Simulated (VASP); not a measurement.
A run of VASP 6.6.1 is set up as follows.

The input INCAR:

```
PREC     = Accurate       # precision mode
ENCUT    = 520            # plane-wave cutoff, eV
EDIFF    = 1E-6           # SCF threshold, eV
ISMEAR   = -1             # smearing method
SIGMA    = 0.01           # smearing width, eV
LREAL    = F              # projectors in reciprocal space
LASPH    = T              # aspherical terms in the spheres
NELM     = 150            # most SCF steps
ALGO     = Normal         # electronic algorithm
ISIF     = 2              # what is computed and relaxed
LWAVE    = F              # write WAVECAR
LCHARG   = F              # write CHGCAR
ISPIN    = 2              # spin polarisation
MAGMOM   = 0 0 0 2 0 0 0 0 0 0 0 0 # initial moments
LORBIT   = 11             # projections on sites
LMAXMIX  = 4              # l up to which the mixer works
GGA      = PE             # functional
NBANDS   = 52             # bands
```

KPOINTS

```
regular mesh
0
Gamma
  3 3 2
```

POSCAR

```
VSi3O8
1.0
    4.1797000000      0.0000000000      0.0000000000
    0.0000000000      4.1797000000      0.0000000000
    0.0000000000      0.0000000000      5.3338000000
Si V O
3 1 8
Direct
    0.9950299200      0.0027842700      0.0069848000
    0.0131300500      0.9955671800      0.5022456600
    0.5115664200      0.5091140600      0.2415922600
    0.5090055100      0.4890508100      0.7361962500
    0.3104515200      0.3042643500      0.9990378700
    0.3308373000      0.2975008000      0.5156473900
    0.1868292800      0.7976141600      0.2469264900
    0.1830927500      0.7987977400      0.7529372300
    0.7018990500      0.7017091500      0.0003857000
    0.7124729100      0.6775073000      0.4940049000
    0.8076988200      0.1941476100      0.2426696900
    0.8026974700      0.1917512400      0.7435220300
```

Potentials or basis: VASP PAW PBE potentials, release 64 (Si, V_sv, O).

Command:

```sh
$ cat potpaw_PBE.64/Si/POTCAR potpaw_PBE.64/V_sv/POTCAR potpaw_PBE.64/O/POTCAR > POTCAR
$ mpirun -np 1 vasp_std > vasp.out
```

Q: What does it give for the band gap on the k mesh?

A: 0.20 eV.

Q: What does it give for the site moments?

A: Si +0.01, +0.03; V +0.90; O -0.00, -0.01, +0.01 μB.

Q: Estimate the largest force.

A: 11.150 eV/Å.

Stress tensor (GPa, compression positive):
```
37.68  0.63  2.28
 0.63 36.42  4.76
 2.28  4.76 52.54
```

Caveat: the k points lie up to 0.59 Å⁻¹ apart.
